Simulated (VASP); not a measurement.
Set up this calculation in VASP 6.6.1, as the native input.

```yaml
Task: single point
Functional: PBE
Potentials_or_basis: VASP PAW PBE potentials, release 64 (Tl_d, Rh_pv)
Cutoff: 520 eV
k_mesh: 4 × 4 × 4
Occupations: gaussian, width 0.1 eV
Spin: collinear spin, ferromagnetic start
Starting_moments: "[0.0, 1.0, 1.0, 1.0, 1.0] μB"
Dipole_correction: no
Further_INCAR_settings: ALGO = Fast; EDIFF = 1e-06; NBANDS = 48
```

The structure of TlRh4 lies in POSCAR:

```
TlRh4
1.0
    4.8781842998      0.0000000000      0.0000000000
    0.0000000000      4.8781842998      0.0000000000
    0.0000000000      0.0000000000      4.8781842998
Tl Rh
1 4
Direct
    0.0000000000      0.0000000000      0.0000000000
    0.5000000000      0.0000000000      0.0000000000
    0.0000000000      0.5000000000      0.0000000000
    0.0000000000      0.0000000000      0.5000000000
    0.5000000000      0.5000000000      0.5000000000
```

The cell was built from a structure type or drawn by symmetry, and may not be a known phase.

One way to write it, as run:

INCAR

```
SYSTEM = TlRh4
PREC = Accurate
ENCUT = 520
EDIFF = 1E-6
ISMEAR = 0
SIGMA = 0.1
LREAL = .FALSE.
LASPH = .TRUE.
NELM = 150
ALGO = Fast
ISIF = 2
LWAVE = .FALSE.
LCHARG = .FALSE.
ISPIN = 2
MAGMOM = 0 1 1 1 1
LORBIT = 11
LMAXMIX = 4
GGA = PE
NBANDS = 48
```

KPOINTS

```
regular mesh
0
G
  4 4 4
  0 0 0
```

Potentials or basis: VASP PAW PBE potentials, release 64 (Tl_d, Rh_pv).

Run with:

```sh
$ cat potpaw_PBE.64/Tl_d/POTCAR potpaw_PBE.64/Rh_pv/POTCAR > POTCAR
$ mpirun -np 1 vasp_std > vasp.out
```

It gave:

- Pressure: 1.4 GPa
- Net moment: 3.95 μB per cell
- Site moments: Tl -0.03; Rh +0.82, +1.56 (each value once) μB
- Valence electrons inside the program's atomic spheres: Tl 11.81; Rh 13.65, 13.27 (each value once)

Run time: 54 s on 1 thread of Intel(R) Xeon(R) 6975P-C (Granite Rapids), with other jobs on the host, peak memory 0.28 GiB.
